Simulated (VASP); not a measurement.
Input of a VASP 6.6.1 run:

INCAR

```
ALGO = Normal ; EDIFF = 1E-6
ENCUT = 500 ; GGA = PE
GGA_COMPAT = False ; ISIF = 2
ISMEAR = 0 ; IVDW = 12
LASPH = True ; LCHARG = False
LREAL = False ; LWAVE = False
NBANDS = 13 ; NELM = 120
PREC = Accurate ; SIGMA = 0.15
```

Contents of KPOINTS:

```
k-points
0
Gamma
  17 17 17
```

POSCAR

```
Mo
1.0
   -1.5655130228      1.5655130228      1.5655130228
    1.5655130228     -1.5655130228      1.5655130228
    1.5655130228      1.5655130228     -1.5655130228
Mo
1
Direct
    0.0000000000      0.0000000000      0.0000000000
```

Potentials or basis: VASP PAW PBE potentials, release 64 (Mo_sv).

Command:

```console
$ cat potpaw_PBE.64/Mo_sv/POTCAR > POTCAR
$ mpirun -np 1 vasp_std > vasp.out
```

Q: Predict the dispersion energy per atom.

A: -0.728 eV.

Q: What does it give for the pressure?

A: 0.6 GPa.

Q: Estimate the band gap on the k mesh.

A: Zero (band 7 reaches 16.73 eV, above the bottom of band 8 at 11.49 eV).

Caveat: pairwise dispersion overbinds metals, which lowers pressure and volume.
